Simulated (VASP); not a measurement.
# B in VASP: notebook, part 3 of 3

VASP 6.6.1. Earlier steps stand in the parts before.

### 6 Single point, PBEsol

This run uses another cell than the first one: it holds 4 atoms, not 8.

The input, INCAR:

```
SYSTEM = B
ALGO = Normal ; EDIFF = 1E-6
ENCUT = 520 ; GGA = PS
ISIF = 2 ; ISMEAR = 0
LASPH = .TRUE. ; LCHARG = .TRUE.
LELF = .TRUE. ; LREAL = .FALSE.
LVHAR = .TRUE. ; LWAVE = .FALSE.
NBANDS = 14 ; NELM = 60
PREC = Accurate ; SIGMA = 0.1
```

The input, KPOINTS:

```
k-points
0
G
  18 18 14
  0 0 0
```

The input, POSCAR:

```
B
1.0
    2.7906254624     -1.4456291767      0.0001929763
    2.7906254624      1.4456291767      0.0001929763
   -0.1442157074      0.0000000000      3.2332072485
B
4
Direct
    0.0969675936      0.0969675936      0.3052119087
    0.9030324064      0.9030324064      0.6947880913
    0.2308582492      0.2308582492      0.8293641874
    0.7691417508      0.7691417508      0.1706358126
```

Potentials or basis: VASP PAW PBE potentials, release 64 (B).

The run is started by

```sh
cat potpaw_PBE.64/B/POTCAR > POTCAR
mpirun -np 1 vasp_std > vasp.out
```

OUTCAR:

```text
SYSTEM = B
   EDIFF = 1E-6
   ENCUT = 520
   GGA = PS
   ISIF = 2
   ISMEAR = 0
   LASPH = .TRUE.
   LREAL = .FALSE.
   NELM = 60
   PREC = Accurate

 ion  position               nearest neighbor table
   1  0.097  0.097  0.305-   2 1.70   3 1.74   4 1.80   4 1.80   3 1.82   4 1.86
   2  0.903  0.903  0.695-   1 1.70   4 1.74   3 1.80   3 1.80   4 1.82   3 1.86
   3  0.231  0.231  0.829-   1 1.74   2 1.80   2 1.80   1 1.82   4 1.83   4 1.83   2 1.86
   4  0.769  0.769  0.171-   2 1.74   1 1.80   1 1.80   2 1.82   3 1.83   3 1.83   1 1.86

  LATTYP: Found a base centered monoclinic cell.
 ALAT       =     5.5812509381
 B/A-ratio  =     0.5180305250
 C/A-ratio  =     0.5798739429
 COS(beta)  =    -0.0444911467

  Lattice vectors:

 A1 = (   2.7906254624,  -1.4456291767,   0.0001929763)
 A2 = (   2.7906254624,   1.4456291767,   0.0001929763)
 A3 = (  -0.1442157074,   0.0000000000,   3.2332072485)

Analysis of symmetry for initial positions (statically):
=====================================================================
 Subroutine PRICEL returns:
 Original cell was already a primitive cell.

 Routine SETGRP: Setting up the symmetry group for a
 base centered monoclinic supercell.

 Subroutine GETGRP returns: Found  4 space group operations
 (whereof  4 operations were pure point group operations)
 out of a pool of  4 trial point group operations.

The static configuration has the point symmetry C_2h.

Analysis of symmetry for dynamics (positions and initial velocities):
=====================================================================
 Subroutine PRICEL returns:
 Original cell was already a primitive cell.

 Routine SETGRP: Setting up the symmetry group for a
 base centered monoclinic supercell.

 Subroutine GETGRP returns: Found  4 space group operations
 (whereof  4 operations were pure point group operations)
 out of a pool of  4 trial point group operations.

The dynamic configuration has the point symmetry C_2h.

 Subroutine INISYM returns: Found  4 space group operations
 (whereof  4 operations are pure point group operations),
 and found     1 'primitive' translations

----------------------------------------------------------------------------------------

                                     Primitive cell

  volume of cell :      26.0870

  direct lattice vectors                    reciprocal lattice vectors
     2.790625462 -1.445629177  0.000192976     0.179170750 -0.345870164  0.007991828
     2.790625462  1.445629177  0.000192976     0.179170750  0.345870164  0.007991828
    -0.144215707  0.000000000  3.233207248    -0.000021388  0.000000000  0.309289457

  length of vectors
     3.142838562  3.142838562  3.236421988     0.389605181  0.389605181  0.309289458

  position of ions in fractional coordinates (direct lattice)
     0.096967594  0.096967594  0.305211909
     0.903032406  0.903032406  0.694788091
     0.230858249  0.230858249  0.829364187
     0.769141751  0.769141751  0.170635813

  ion indices of the primitive-cell ions
   primitive index   ion index
                 1           1
                 2           2
                 3           3
                 4           4
[... 54 lines left out ...]
   k-points           NKPTS =   1208   k-points in BZ     NKDIM =   1208   number of bands    NBANDS=     14
   number of dos      NEDOS =    301   number of ions     NIONS =      4
   total plane-waves  NPLWV =  13824
   dimension x,y,z NGX =    24 NGY =   24 NGZ =   24
   dimension x,y,z NGXF=    48 NGYF=   48 NGZF=   48
   ions per type =               4
   NGX,Y,Z   is equivalent  to a cutoff of  12.70, 12.70, 12.33 a.u.
   NGXF,Y,Z  is equivalent  to a cutoff of  25.39, 25.39, 24.66 a.u.
 SYSTEM =  B
   PREC   = accura    normal or accurate (medium, high low for compatibility)
   ISTART =      0    job   : 0-new  1-cont  2-samecut
   ICHARG =      2    charge: 1-file 2-atom 10-const
   ISPIN  =      1    spin polarized calculation?
   LNONCOLLINEAR =      F non collinear calculations
   LSORBIT =      F    spin-orbit coupling
   LASPH  =      T    aspherical Exc in radial PAW
   ENCUT  =  520.0 eV  38.22 Ry    6.18 a.u.   5.84  5.84  6.02*2*pi/ulx,y,z
   NELM   =     60;   NELMIN=  2; NELMDL= -5     # of ELM steps
   EDIFF  = 0.1E-05   stopping-criterion for ELM
   LREAL  =      F    real-space projection
   EDIFFG = 0.1E-04   stopping-criterion for IOM
   NSW    =      0    number of steps for IOM
   IBRION =     -1    ionic relax: 0-MD 1-quasi-New 2-CG
   NFREE  =      0    steps in history (QN), initial steepest desc. (CG)
   ISIF   =      2    stress and relaxation
   ISYM   =      2    0-nonsym 1-usesym 2-fastsym
   POTIM  = 0.5000    time-step for ionic-motion
   TEBEG  =    0.0;   TEEND  =   0.0 temperature during run
   PSTRESS=    0.0 pullay stress
   NELECT =      12.0000    total number of electrons
   NUPDOWN=      -1.0000    fix difference up-down
   EMIN   =  10.00;   EMAX   =-10.00  energy-range for DOS
   EFERMI =   0.00;   METHOD = LEGACY
   ISMEAR =     0;   SIGMA  =   0.10  broadening in eV -4-tet -1-fermi 0-gaus
   EFERMI_NEDOS =   21; number of points for ismear=-14 and -15
   IALGO  =     38    algorithm
   IMIX   =      4    mixing-type and parameters
     AMIX     =   0.40;   BMIX     =  1.00
     AMIX_MAG =   1.60;   BMIX_MAG =  1.00
  volume/ion in A,a.u.               =       6.52        44.01
  Fermi-wavevector in a.u.,A,eV,Ry     =   1.263749  2.388139 21.729339  1.597061
  Thomas-Fermi vector in A             =   2.397090
   LORBIT       =      0    0 simple, 1 ext, 2 COOP (PROOUT), +10 PAW based schemes
   GGA     = PS    functional components
   LHFCALC =     F    Hartree Fock is set to
   AEXX    =    0.0000 exact exchange contribution
   IVDW    =     0    specifies the selected vdW correction
   LEPSILON=     F    determine dielectric tensor
   LRPA    =     F    only Hartree local field effects (RPA)
 non-spin polarized calculation
 Gauss-broadening in eV      SIGMA  =   0.10
  energy-cutoff  :      520.00
  volume of cell :       26.09
 maximum number of plane-waves:       720
   NGX = 11   NGY = 11   NGZ = 13

 number of electron      12.0000000 magnetization

 Free energy of the ion-electron system (eV)
  ---------------------------------------------------
  ext. energy  EPLUGINS =         0.00000000
  ---------------------------------------------------
  free energy    TOTEN  =       -27.37251784 eV

  energy without entropy =      -27.37025094  energy(sigma->0) =      -27.37138439

 E-fermi :   8.7116     XC(G=0): -12.2914

 val. band max:        8.7094105541   @ k =   0.2222   0.1667   0.2857
 cond. band min:       8.7222411783   @ k =   0.3889  -0.0000   0.0714
 fundamental gap:      0.0128306242
 Fermi energy:         8.7116421461

 k-point     1 :       0.0000    0.0000    0.0000
  band No.  band energies     occupation
      1      -9.2067      2.00000
      2      -0.1824      2.00000
      3       3.2503      2.00000
      4       4.5465      2.00000
      5       4.7456      2.00000
      6       4.9597      2.00000
      7       9.1782      0.00000
      8      12.3365      0.00000
      9      14.0406      0.00000
     10      15.1058      0.00000
     11      16.1362      0.00000
     12      16.8086      0.00000
     13      18.2357      0.00000
     14      18.9665      0.00000
[... 377 lines left out ...]
      1      -8.0529      2.00000
      2      -0.0033      2.00000
      3       0.6296      2.00000
      4       2.9691      2.00000
      5       3.8911      2.00000
      6       5.1895      2.00000
      7       8.8641      0.03107
      8      12.1328      0.00000
      9      14.4189      0.00000
     10      16.0138      0.00000
     11      16.3940      0.00000
     12      18.0963      0.00000
     13      18.2109      0.00000
     14      21.2228      0.00000

 [... further k-points ...]

------------------------ aborting loop because EDIFF is reached ----------------------------------------

  FORCE on cell =-STRESS in cart. coord.  units (eV):
  Direction    XX          YY          ZZ          XY          YZ          ZX
  --------------------------------------------------------------------------------------
  -------------------------------------------------------------------------------------
  Total        0.0554792      0.0453977      0.0627398      0.0000000      0.0000000     -0.0233202
  in kB        3.4073531      2.7881839      3.8532760      0.0000000      0.0000000     -1.4322510
  external PRESSURE =       3.3496043 kB  Pullay stress =       0.0000000 kB

 VOLUME and BASIS-vectors are now :
 -----------------------------------------------------------------------------
  energy-cutoff  :      520.00
  volume of cell :       26.09
      direct lattice vectors                 reciprocal lattice vectors
     2.790625462 -1.445629177  0.000192976     0.179170750 -0.345870164  0.007991828
     2.790625462  1.445629177  0.000192976     0.179170750  0.345870164  0.007991828
    -0.144215707  0.000000000  3.233207248    -0.000021388  0.000000000  0.309289457

 POSITION                                       TOTAL-FORCE (eV/Angst)
 -----------------------------------------------------------------------------------
      0.49718      0.00000      0.98685        -0.000135      0.000000      0.004554
      4.93985      0.00000      2.24674         0.000135      0.000000     -0.004554
      1.16887      0.00000      2.68160         0.001752      0.000000     -0.003312
      4.26816      0.00000      0.55200        -0.001752      0.000000      0.003312
 -----------------------------------------------------------------------------------
    total drift:                                0.000000      0.000000      0.000000

  FREE ENERGIE OF THE ION-ELECTRON SYSTEM (eV)
  ---------------------------------------------------
  free  energy   TOTEN  =       -27.3725178366 eV

  energy  without entropy=      -27.3702509388  energy(sigma->0) =      -27.37138439
```

OSZICAR:

```text
N       E                     dE             d eps       ncg     rms          rms(c)
DAV:   1     0.937845437256E+01    0.93785E+01   -0.56947E+03 33872   0.783E+02
DAV:   2    -0.271259189200E+02   -0.36504E+02   -0.34291E+02 43774   0.156E+02
DAV:   3    -0.280772219686E+02   -0.95130E+00   -0.94492E+00 45494   0.198E+01
DAV:   4    -0.280793615859E+02   -0.21396E-02   -0.21394E-02 36782   0.100E+00
DAV:   5    -0.280793674856E+02   -0.58996E-05   -0.58998E-05 44706   0.471E-02    0.557E+00
DAV:   6    -0.275710594151E+02    0.50831E+00   -0.26006E-01 41420   0.287E+00    0.328E+00
DAV:   7    -0.273724741614E+02    0.19859E+00   -0.32827E-01 42956   0.324E+00    0.453E-01
DAV:   8    -0.273724956808E+02   -0.21519E-04   -0.79078E-03 40304   0.639E-01    0.141E-01
DAV:   9    -0.273725146603E+02   -0.18980E-04   -0.26740E-04 42454   0.117E-01    0.153E-02
DAV:  10    -0.273725170248E+02   -0.23645E-05   -0.83400E-06 41202   0.203E-02    0.662E-03
DAV:  11    -0.273725178366E+02   -0.81186E-06   -0.11109E-06 34534   0.730E-03
   1 F= -.27372518E+02 E0= -.27371384E+02  d E =-.226690E-02
```

stdout:

```text
POSCAR found type information on POSCAR B
 POSCAR found :  1 types and       4 ions
 scaLAPACK will be used
 -----------------------------------------------------------------------------
|                                                                             |
|                                                                             |
|     You enforced a specific xc type in the INCAR file but a different       |
|     I HOPE YOU KNOW WHAT YOU ARE DOING!                                     |
|                                                                             |
 -----------------------------------------------------------------------------

 LDA part: xc-table for (Slater+PW92), standard interpolation
 POSCAR, INCAR and KPOINTS ok, starting setup
 FFT: planning ... GRIDC
 FFT: planning ... GRID_SOFT
 FFT: planning ... GRID
 WAVECAR not read
 entering main loop
```

Wall time 83 s (1 thread of Intel Xeon 6975P-C (Granite Rapids), shared host); peak memory 0.4 GiB.

Results:

```
Free energy            : -27.3725 eV
Pressure               : 0.3 GPa
Largest force          : 0.005 eV/Å
Band gap on the k mesh : zero (bands 6 and 7 overlap by 1.81 eV)
```

Forces on the atoms (eV/Å):
```
B    0.000  0.000  0.005
B    0.000  0.000 -0.005
B    0.002  0.000 -0.003
B   -0.002  0.000  0.003
```

Levels at points of the mesh, in eV from the Fermi level:
| k point | band 2 | band 3 | band 4 | band 5 | band 6 | band 7 | band 8 | band 9 | band 10 | band 11 |
| --- | --- | --- | --- | --- | --- | --- | --- | --- | --- | --- |
| (0.00, 0.00, 0.00) | -8.89 | -5.46 | -4.17 | -3.97 | -3.75 | 0.47 | 3.62 | 5.33 | 6.39 | 7.42 |
| (0.50, 0.00, 0.00) | -12.94 | -7.55 | -5.88 | -5.17 | -3.92 | 0.01 | 1.80 | 5.52 | 7.09 | 8.23 |
| (0.50, 0.50, 0.00) | -13.51 | -6.48 | -5.95 | -5.64 | -0.86 | -0.04 | 1.63 | 3.62 | 7.87 | 8.41 |
| (0.00, 0.00, 0.50) | -14.81 | -5.24 | -2.94 | -2.52 | 0.45 | 1.93 | 3.36 | 3.61 | 4.62 | 5.82 |
| (0.50, 0.00, 0.50) | -11.28 | -10.69 | -9.55 | -5.55 | -5.04 | 1.36 | 2.28 | 9.09 | 10.64 | 10.81 |
| (0.50, 0.50, 0.50) | -11.85 | -11.06 | -10.34 | -4.12 | -2.27 | 2.28 | 3.08 | 8.56 | 10.34 | 10.90 |

Caveat: the PAW data sets were made with another functional, which shifts forces and pressure a little.

### 7 Summary

```tsv
task	cell	k mesh	cutoff (eV)	gap on the mesh (eV)	pressure (GPa)	largest force (eV/Å)
single point	a = 4.287, b = 4.287, c = 3.423 Å, angles 76.5, 76.5, 75.1°, 8 atoms, atomic positions A	6 × 6 × 6	520	none	0.3	0.01
single point	a = 3.122, b = 3.122, c = 3.319 Å, angles 96.6, 96.6, 113.5°, 4 atoms, atomic positions B	16 × 16 × 14	520	none	0.3	0.01
relaxation of cell and atoms	relaxed from a = 3.124, b = 3.124, c = 3.325 Å, angles 96.7, 96.7, 113.6°, 4 atoms, atomic positions B	16 × 16 × 14	500	none	-0.1	0.01
single point	a = 3.141, b = 2.886, c = 6.484 Å, angles 90.0, 87.7, 117.4°, 8 atoms, atomic positions C	9 × 9 × 4	520	none	0.4	0.01
single point	a = 3.143, b = 3.143, c = 3.236 Å, angles 92.3, 92.3, 54.8°, 4 atoms, atomic positions D	18 × 18 × 14	520	none	0.3	-
```

Alike in all rows: level PBEsol; potentials or basis VASP PAW PBE potentials, release 64 (B); no spin polarisation; smearing gaussian 0.1 eV.

Caveats: the PAW data sets were made with another functional, which shifts forces and pressure a little.

Absolute energies hang on the potentials; compare differences alone.
